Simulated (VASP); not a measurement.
Write the native input for VASP 6.6.1 that does the following.

* Task: single point
* Functional: r2SCAN
* Potentials or basis: VASP PAW PBE potentials, release 64 (Al, In_d, N)
* Cutoff: 520 eV
* k mesh: 9 × 9 × 4
* Occupations: gaussian, width 0.01 eV
* Spin: no spin polarisation
* Dipole correction: no
* Further INCAR settings: ALGO = Normal; EDIFF = 1e-07; NBANDS = 26

The system is Al2InN3.

```
CELL_PARAMETERS angstrom
3.22669 0.00000 0.00000
-1.61334 2.79439 0.00000
0.00000 0.00000 8.02387
ATOMIC_POSITIONS crystal
Al 0.00000 0.00000 0.98991
Al 0.66667 0.33333 0.67984
In 0.33333 0.66667 0.33650
N 0.66667 0.33333 0.91495
N 0.33333 0.66667 0.60781
N 0.00000 0.00000 0.22100
```

These files were run (other wordings do the same):

POSCAR

```
Al2InN3
1.0
    3.2266880272      0.0000000000      0.0000000000
   -1.6133440136      2.7943938016      0.0000000000
    0.0000000000      0.0000000000      8.0238727584
Al In N
2 1 3
Direct
    0.0000000000      0.0000000000     -0.0100934917
    0.6666666667      0.3333333333      0.6798428382
    0.3333333333      0.6666666667      0.3364989800
    0.6666666667      0.3333333333      0.9149471465
    0.3333333333      0.6666666667      0.6078091099
    0.0000000000      0.0000000000      0.2209954171
```

INCAR.step1

```
SYSTEM = Al2InN3
ALGO = Normal ; EDIFF = 1E-4
ENCUT = 520 ; GGA = PE
ISMEAR = 0 ; LASPH = .True.
LCHARG = .False. ; LREAL = .False.
LWAVE = .True. ; NBANDS = 26
NELM = 80 ; PREC = Accurate
SIGMA = 0.01
```

INCAR.step2

```
SYSTEM = Al2InN3
ALGO = Normal ; EDIFF = 1E-7
ENCUT = 520 ; ISIF = 2
ISMEAR = 0 ; ISTART = 1
LASPH = .True. ; LCHARG = .False.
LMIXTAU = .True. ; LREAL = .False.
LWAVE = .False. ; METAGGA = R2SCAN
NBANDS = 26 ; NELM = 80
PREC = Accurate ; SIGMA = 0.01
```

KPOINTS

```
k-points
0
Gamma
  9 9 4
  0 0 0
```

Potentials or basis: VASP PAW PBE potentials, release 64 (Al, In_d, N).

Launch:

```sh
$ cat potpaw_PBE.64/Al/POTCAR potpaw_PBE.64/In_d/POTCAR potpaw_PBE.64/N/POTCAR > POTCAR
$ cp INCAR.step1 INCAR
$ mpirun -np 1 vasp_std > vasp.out
$ cp INCAR.step2 INCAR
$ mpirun -np 1 vasp_std > vasp.out
```

It gave:

```json
{
  "Pressure": "0.0 GPa",
  "Largest force": "0.043 eV/Å",
  "Band gap on the k mesh": "1.60 eV, direct"
}
```

Caveat: the PAW data sets were made with another functional, which shifts forces and pressure a little; spin-orbit coupling is left out, which moves the levels of the heavy elements.

Wall time 5.2 min on 1 thread of Intel Xeon 6975P-C, with other jobs on the host, peak memory 0.24 GiB.
